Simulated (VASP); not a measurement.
# BiTe (I4/mmm) in VASP: single point with PBEsol

Aim: the single point of BiTe with PBEsol.

Program: VASP 6.6.1. These are calculated values, not measurements. Logs are shortened: lines on timing, memory, paths and dates and some standing lists are left out, and cuts for length are marked.

## Step 1: The cell of the first run

It takes space group I4/mmm (No. 139, tetragonal). Conventional cell: a = 4.657 Å, b = 4.657 Å, c = 6.394 Å, α = 90.00°, β = 90.00°, γ = 90.00°. Within 4.2 Å of Bi (site symmetry 4/mmm) lie 6 Te at 3.20 to 3.29 Å. Within 4.2 Å of Te (site symmetry 4/mmm) lie 6 Bi at 3.20 to 3.29 Å.

## Step 2: Single point, PBEsol (strain +0.030 along x and y, +0.000 along z)

INCAR

```
PREC = Accurate ; ENCUT = 500
EDIFF = 1E-6 ; ISMEAR = 0
SIGMA = 0.15 ; LREAL = F
LASPH = T ; NELM = 120
ALGO = Normal ; ISIF = 2
LWAVE = F ; LCHARG = T
GGA = PS ; LELF = T
LVHAR = T ; NBANDS = 18
GGA_COMPAT = F
```

KPOINTS

```
regular mesh
0
Gamma
  16 16 16
```

POSCAR

```
BiTe
1.0
    0.0000000000      3.2930684425      3.1971538277
    3.2930684425      0.0000000000      3.1971538277
    3.2930684425      3.2930684425      0.0000000000
Bi Te
1 1
Direct
    0.0000000000      0.0000000000      0.0000000000
    0.5000000000      0.5000000000      0.5000000000
```

Potentials or basis: VASP PAW PBE potentials, release 64 (Bi_d, Te).

Launch:

```
$ cat potpaw_PBE.64/Bi_d/POTCAR potpaw_PBE.64/Te/POTCAR > POTCAR
$ mpirun -np 1 vasp_std > vasp.out
```

OUTCAR:

```text
PREC = Accurate
   ENCUT = 500
   EDIFF = 1E-6
   ISMEAR = 0
   LREAL = F
   LASPH = T
   NELM = 120
   ISIF = 2
   GGA = PS

 ion  position               nearest neighbor table
   1  0.000  0.000  0.000-   2 3.20   2 3.20   2 3.29   2 3.29   2 3.29   2 3.29
   2  0.500  0.500  0.500-   1 3.20   1 3.20   1 3.29   1 3.29   1 3.29   1 3.29

  LATTYP: Found a body centered tetragonal cell.
 ALAT       =     4.6571020532
 C/A-ratio  =     1.3730228761

  Lattice vectors:

 A1 = (   0.0000000000,  -3.2930684425,  -3.1971538277)
 A2 = (   0.0000000000,   3.2930684425,  -3.1971538277)
 A3 = (   3.2930684425,   0.0000000000,   3.1971538277)

Analysis of symmetry for initial positions (statically):
=====================================================================
 Subroutine PRICEL returns:
 Original cell was already a primitive cell.

 Routine SETGRP: Setting up the symmetry group for a
 body centered tetragonal supercell.

 Subroutine GETGRP returns: Found 16 space group operations
 (whereof 16 operations were pure point group operations)
 out of a pool of 16 trial point group operations.

The static configuration has the point symmetry D_4h.

Analysis of symmetry for dynamics (positions and initial velocities):
=====================================================================
 Subroutine PRICEL returns:
 Original cell was already a primitive cell.

 Routine SETGRP: Setting up the symmetry group for a
 body centered tetragonal supercell.

 Subroutine GETGRP returns: Found 16 space group operations
 (whereof 16 operations were pure point group operations)
 out of a pool of 16 trial point group operations.

The dynamic configuration has the point symmetry D_4h.

 Subroutine INISYM returns: Found 16 space group operations
 (whereof 16 operations are pure point group operations),
 and found     1 'primitive' translations

----------------------------------------------------------------------------------------

                                     Primitive cell

  volume of cell :      69.3418

  direct lattice vectors                    reciprocal lattice vectors
     0.000000000  3.293068443  3.197153828    -0.151834075  0.151834075  0.156389097
     3.293068443  0.000000000  3.197153828     0.151834075 -0.151834075  0.156389097
     3.293068443  3.293068443  0.000000000     0.151834075  0.151834075 -0.156389097

  length of vectors
     4.589781298  4.589781298  4.657102053     0.265640212  0.265640212  0.265640212

  position of ions in fractional coordinates (direct lattice)
     0.000000000  0.000000000  0.000000000
     0.500000000  0.500000000  0.500000000

  ion indices of the primitive-cell ions
   primitive index   ion index
                 1           1
                 2           2

----------------------------------------------------------------------------------------

 KPOINTS: regular mesh

Automatic generation of k-mesh.
 Grid dimensions read from file:
 generate k-points for:   16   16   16

 Generating k-lattice:

  Cartesian coordinates                     Fractional coordinates (reciprocal lattice)
    -0.009489630  0.009489630  0.009774319     0.062500000  0.000000000  0.000000000
     0.009489630 -0.009489630  0.009774319     0.000000000  0.062500000  0.000000000
     0.009489630  0.009489630 -0.009774319     0.000000000  0.000000000  0.062500000

  Length of vectors
     0.016602513  0.016602513  0.016602513

  Shift w.r.t. Gamma in fractional coordinates (k-lattice)
     0.000000000  0.000000000  0.000000000

 Subroutine IBZKPT returns following result:
 ===========================================

 Found    349 irreducible k-points:

 Following reciprocal coordinates:
            Coordinates               Weight
  0.000000  0.000000  0.000000      1.000000
  0.062500  0.000000  0.000000      8.000000
  0.125000  0.000000  0.000000      8.000000
  0.187500  0.000000  0.000000      8.000000
  0.250000  0.000000  0.000000      8.000000
  0.312500  0.000000  0.000000      8.000000
[... 16 lines left out ...]
 -0.125000  0.062500  0.000000      8.000000
 -0.062500  0.062500  0.000000      4.000000
 [... further k-points ...]
   k-points           NKPTS =    349   k-points in BZ     NKDIM =    349   number of bands    NBANDS=     18
   number of dos      NEDOS =    301   number of ions     NIONS =      2
   total plane-waves  NPLWV =  46656
   dimension x,y,z NGX =    36 NGY =   36 NGZ =   36
   dimension x,y,z NGXF=    72 NGYF=   72 NGZF=   72
   ions per type =               1   1
   NGX,Y,Z   is equivalent  to a cutoff of  13.04, 13.04, 12.85 a.u.
   NGXF,Y,Z  is equivalent  to a cutoff of  26.08, 26.08, 25.70 a.u.
 SYSTEM =  unknown system
   PREC   = accura    normal or accurate (medium, high low for compatibility)
   ISTART =      0    job   : 0-new  1-cont  2-samecut
   ICHARG =      2    charge: 1-file 2-atom 10-const
   ISPIN  =      1    spin polarized calculation?
   LNONCOLLINEAR =      F non collinear calculations
   LSORBIT =      F    spin-orbit coupling
   LASPH  =      T    aspherical Exc in radial PAW
   ENCUT  =  500.0 eV  36.75 Ry    6.06 a.u.   8.37  8.37  8.49*2*pi/ulx,y,z
   NELM   =    120;   NELMIN=  2; NELMDL= -5     # of ELM steps
   EDIFF  = 0.1E-05   stopping-criterion for ELM
   LREAL  =      F    real-space projection
   EDIFFG = 0.1E-04   stopping-criterion for IOM
   NSW    =      0    number of steps for IOM
   IBRION =     -1    ionic relax: 0-MD 1-quasi-New 2-CG
   NFREE  =      0    steps in history (QN), initial steepest desc. (CG)
   ISIF   =      2    stress and relaxation
   ISYM   =      2    0-nonsym 1-usesym 2-fastsym
   POTIM  = 0.5000    time-step for ionic-motion
   TEBEG  =    0.0;   TEEND  =   0.0 temperature during run
   PSTRESS=    0.0 pullay stress
   NELECT =      21.0000    total number of electrons
   NUPDOWN=      -1.0000    fix difference up-down
   EMIN   =  10.00;   EMAX   =-10.00  energy-range for DOS
   EFERMI =   0.00;   METHOD = LEGACY
   ISMEAR =     0;   SIGMA  =   0.15  broadening in eV -4-tet -1-fermi 0-gaus
   EFERMI_NEDOS =   21; number of points for ismear=-14 and -15
   IALGO  =     38    algorithm
   IMIX   =      4    mixing-type and parameters
     AMIX     =   0.40;   BMIX     =  1.00
     AMIX_MAG =   1.60;   BMIX_MAG =  1.00
  volume/ion in A,a.u.               =      34.67       233.97
  Fermi-wavevector in a.u.,A,eV,Ry     =   1.099384  2.077535 16.444629  1.208646
  Thomas-Fermi vector in A             =   2.235778
   LORBIT       =      0    0 simple, 1 ext, 2 COOP (PROOUT), +10 PAW based schemes
   GGA     = PS    functional components
   LHFCALC =     F    Hartree Fock is set to
   AEXX    =    0.0000 exact exchange contribution
   IVDW    =     0    specifies the selected vdW correction
   LEPSILON=     F    determine dielectric tensor
   LRPA    =     F    only Hartree local field effects (RPA)
 non-spin polarized calculation
 Gauss-broadening in eV      SIGMA  =   0.15
  energy-cutoff  :      500.00
  volume of cell :       69.34
 maximum number of plane-waves:      1791
 NGX is ok and might be reduce to    36
   NGX = 17   NGY = 17   NGZ = 17

 number of electron      20.9999995 magnetization

 Free energy of the ion-electron system (eV)
  ---------------------------------------------------
  ext. energy  EPLUGINS =         0.00000000
  ---------------------------------------------------
  free energy    TOTEN  =        -7.95008422 eV

  energy without entropy =       -7.93394009  energy(sigma->0) =       -7.94201216

 E-fermi :   6.1962     XC(G=0):  -9.4876

 val. band max:        6.1953830456   @ k =  -0.2500   0.0000   0.2500
 cond. band min:       6.1967003071   @ k =  -0.2500   0.2500   0.0000
 fundamental gap:      0.0013172616
 Fermi energy:         6.1962307755

 k-point     1 :       0.0000    0.0000    0.0000
  band No.  band energies     occupation
      1     -16.8590      2.00000
      2     -16.8501      2.00000
      3     -16.8501      2.00000
      4     -16.8390      2.00000
      5     -16.8361      2.00000
      6      -7.1753      2.00000
[... 10 lines left out ...]
     17      11.9585      0.00000
     18      12.6608      0.00000

 k-point     2 :       0.0625    0.0000    0.0000
  band No.  band energies     occupation
      1     -16.8591      2.00000
      2     -16.8499      2.00000
      3     -16.8499      2.00000
      4     -16.8390      2.00000
      5     -16.8360      2.00000
      6      -7.1414      2.00000
[... 10 lines left out ...]
     17      12.2015      0.00000
     18      12.8523      0.00000

 k-point     3 :       0.1250    0.0000    0.0000
  band No.  band energies     occupation
      1     -16.8595      2.00000
      2     -16.8496      2.00000
      3     -16.8494      2.00000
      4     -16.8391      2.00000
      5     -16.8356      2.00000
      6      -7.0400      2.00000
[... 10 lines left out ...]
     17      12.8254      0.00000
     18      13.3847      0.00000

 k-point     4 :       0.1875    0.0000    0.0000
  band No.  band energies     occupation
      1     -16.8601      2.00000
      2     -16.8490      2.00000
      3     -16.8487      2.00000
      4     -16.8392      2.00000
      5     -16.8351      2.00000
      6      -6.8723      2.00000
[... 10 lines left out ...]
     17      13.6570      0.00000
     18      14.1476      0.00000

 k-point     5 :       0.2500    0.0000    0.0000
  band No.  band energies     occupation
      1     -16.8609      2.00000
      2     -16.8483      2.00000
      3     -16.8482      2.00000
      4     -16.8390      2.00000
      5     -16.8345      2.00000
      6      -6.6403      2.00000
[... 10 lines left out ...]
     17      14.5526      0.00000
     18      15.0567      0.00000

 k-point     6 :       0.3125    0.0000    0.0000
  band No.  band energies     occupation
      1     -16.8617      2.00000
      2     -16.8479      2.00000
      3     -16.8477      2.00000
      4     -16.8386      2.00000
      5     -16.8338      2.00000
      6      -6.3473      2.00000
[... 10 lines left out ...]
     17      15.2543      0.00000
     18      16.0415      0.00000

 k-point     7 :       0.3750    0.0000    0.0000
  band No.  band energies     occupation
      1     -16.8624      2.00000
      2     -16.8479      2.00000
      3     -16.8471      2.00000
      4     -16.8381      2.00000
      5     -16.8331      2.00000
      6      -5.9985      2.00000
[... 10 lines left out ...]
     17      15.2132      0.00000
     18      16.7498      0.00000

 k-point     8 :       0.4375    0.0000    0.0000
  band No.  band energies     occupation
      1     -16.8629      2.00000
      2     -16.8480      2.00000
      3     -16.8468      2.00000
      4     -16.8376      2.00000
      5     -16.8327      2.00000
      6      -5.6049      2.00000
[... 10 lines left out ...]
     17      14.5237      0.00000
     18      15.8690      0.00000
[... 229 lines left out ...]
     17      14.6608      0.00000
     18      16.3392      0.00000

 k-point    20 :      -0.3125    0.0625    0.0000
  band No.  band energies     occupation
      1     -16.8617      2.00000
      2     -16.8477      2.00000
      3     -16.8477      2.00000
      4     -16.8392      2.00000
      5     -16.8330      2.00000
      6      -6.2314      2.00000
[... 10 lines left out ...]
     17      15.2251      0.00000
     18      16.1790      0.00000

 k-point    21 :      -0.2500    0.0625    0.0000
  band No.  band energies     occupation
      1     -16.8608      2.00000
      2     -16.8484      2.00000
      3     -16.8479      2.00000
      4     -16.8397      2.00000
      5     -16.8336      2.00000
      6      -6.5376      2.00000
[... 10 lines left out ...]
     17      14.8724      0.00000
     18      15.4565      0.00000

 k-point    22 :      -0.1875    0.0625    0.0000
  band No.  band energies     occupation
      1     -16.8600      2.00000
      2     -16.8491      2.00000
      3     -16.8485      2.00000
      4     -16.8399      2.00000
      5     -16.8342      2.00000
      6      -6.7850      2.00000
[... 10 lines left out ...]
     17      14.0445      0.00000
     18      14.6069      0.00000

 k-point    23 :      -0.1250    0.0625    0.0000
  band No.  band energies     occupation
      1     -16.8594      2.00000
      2     -16.8496      2.00000
      3     -16.8491      2.00000
      4     -16.8397      2.00000
      5     -16.8349      2.00000
      6      -6.9696      2.00000
[... 10 lines left out ...]
     17      13.2923      0.00000
     18      13.7980      0.00000

 k-point    24 :      -0.0625    0.0625    0.0000
  band No.  band energies     occupation
      1     -16.8591      2.00000
      2     -16.8499      2.00000
      3     -16.8496      2.00000
      4     -16.8393      2.00000
      5     -16.8355      2.00000
      6      -7.0889      2.00000
[... 10 lines left out ...]
     17      12.6776      0.00000
     18      13.3149      0.00000

 [... further k-points ...]

------------------------ aborting loop because EDIFF is reached ----------------------------------------

  FORCE on cell =-STRESS in cart. coord.  units (eV):
  Direction    XX          YY          ZZ          XY          YZ          ZX
  --------------------------------------------------------------------------------------
  -------------------------------------------------------------------------------------
  Total       -1.4807223     -1.4807223     -0.5298808      0.0000000      0.0000000     -0.0000000
  in kB      -34.2128429    -34.2128429    -12.2431656      0.0000000      0.0000000     -0.0000000
  external PRESSURE =     -26.8896171 kB  Pullay stress =       0.0000000 kB

 VOLUME and BASIS-vectors are now :
 -----------------------------------------------------------------------------
  energy-cutoff  :      500.00
  volume of cell :       69.34
      direct lattice vectors                 reciprocal lattice vectors
     0.000000000  3.293068443  3.197153828    -0.151834075  0.151834075  0.156389097
     3.293068443  0.000000000  3.197153828     0.151834075 -0.151834075  0.156389097
     3.293068443  3.293068443  0.000000000     0.151834075  0.151834075 -0.156389097

 POSITION                                       TOTAL-FORCE (eV/Angst)
 -----------------------------------------------------------------------------------
      0.00000      0.00000      0.00000        -0.000000      0.000000      0.000000
      3.29307      3.29307      3.19715         0.000000     -0.000000     -0.000000
 -----------------------------------------------------------------------------------
    total drift:                               -0.000000      0.000000      0.000000

  FREE ENERGIE OF THE ION-ELECTRON SYSTEM (eV)
  ---------------------------------------------------
  free  energy   TOTEN  =        -7.9500842207 eV

  energy  without entropy=       -7.9339400941  energy(sigma->0) =       -7.94201216
```

Run time: 8.4 min. Hardware: 1 thread of Intel Xeon 8259CL, shared host; peak memory 0.53 GiB.

Results:

- Free energy: -7.9501 eV
- Pressure: -2.7 GPa
- Band gap on the k mesh: zero (an odd number of electrons rules out a gap without spin polarisation)

Caveat: the cell differs from its parent crystal (strain +0.030 along x and y, +0.000 along z); the PAW data sets were made with another functional, which shifts forces and pressure a little; spin-orbit coupling is left out, which moves the levels of the heavy elements.
